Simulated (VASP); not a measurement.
# NaF: single point with r2SCAN

Crystal: NaF.

```xyz
2
Lattice="0.0000 2.4897 2.6036 2.4897 0.0000 2.6036 2.4897 2.4897 0.0000" Properties=species:S:1:pos:R:3 pbc="T T T"
Na    0.0000    0.0000    0.0000
F     1.2449    1.2449    1.3018
```

This cell differs from its parent crystal: epitaxial xy strain -1.6%.

```yaml
Program: VASP 6.6.1
Task: single point
Functional: r2SCAN
Potentials_or_basis: VASP PAW PBE potentials, release 64 (Na_pv, F)
Cutoff: 520 eV
k_mesh: 8 × 8 × 8
Occupations: gaussian, width 0.01 eV
Spin: no spin polarisation
Dipole_correction: no
Further_INCAR_settings: ALGO = Normal; EDIFF = 1e-07; NBANDS = 14
```

```yaml
Pressure: -0.3 GPa
Band_gap_on_the_k_mesh: 6.27 eV (least direct gap 6.28 eV)
```

Stress tensor (GPa, compression positive):
```
-0.19  0.00  0.00
 0.00 -0.19  0.00
 0.00  0.00 -0.46
```

Levels at points of the mesh, in eV from the valence-band top:
```tsv
k point	band 5	band 6	band 7	band 8	band 9	band 10
(0.00, 0.00, 0.00)	-0.04	-0.01	-0.01	6.27	20.47	20.58
(0.50, 0.00, 0.00)	-0.83	-0.08	-0.02	10.55	11.79	17.77
(0.50, 0.50, 0.00)	-0.80	-0.12	-0.12	10.37	12.47	17.74
(0.50, 0.00, 0.50)	-0.75	-0.19	-0.18	10.54	12.85	17.60
```

Run time: 120 s on 1 thread of AMD EPYC 7R43 64-Core Processor (Zen 3), on a shared host, peak memory 0.13 GiB.

Caveat: the cell differs from its parent crystal (epitaxial xy strain -1.6%); the structure was generated, so it needn't be the stable form of NaF; the PAW data sets were made with another functional, which shifts forces and pressure a little. A k mesh can miss the band edges.
